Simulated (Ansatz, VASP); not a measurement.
## Mo in VASP and in Ansatz

```
Mo
1.0
    -1.52295    1.52295    1.52295
     1.52295   -1.52295    1.52295
     1.52295    1.52295   -1.52295
Mo
1
Direct
  0.00000 0.00000 0.00000
```

Alike in both runs: task relaxation of cell and atoms; functional PBEsol; k mesh 10 × 10 × 10; occupations gaussian, width 0.1 eV; no spin polarisation.

|  | VASP | Ansatz |
| --- | --- | --- |
| version | VASP 6.6.1 | Ansatz 0.2.0 |
| potentials or method | VASP PAW PBE potentials, release 64 (Mo_sv), cutoff 600 eV | scalar-relativistic, plane waves, PAW |
| valence electrons in the cell | 14 | 14 |

```tsv
	VASP	Ansatz	Ansatz less VASP
gap on the k mesh at the Fermi level, each at its own relaxed structure (eV)	none	none	-
relaxed volume (Å³/atom)	15.33	15.30	-0.035
relaxed cell length with the largest relative difference (Å)	2.711	2.709	-0.0021
```

VASP's potentials were made for PBE, not for PBEsol. A gap of «none» marks a metal or a gap that the smearing closes.
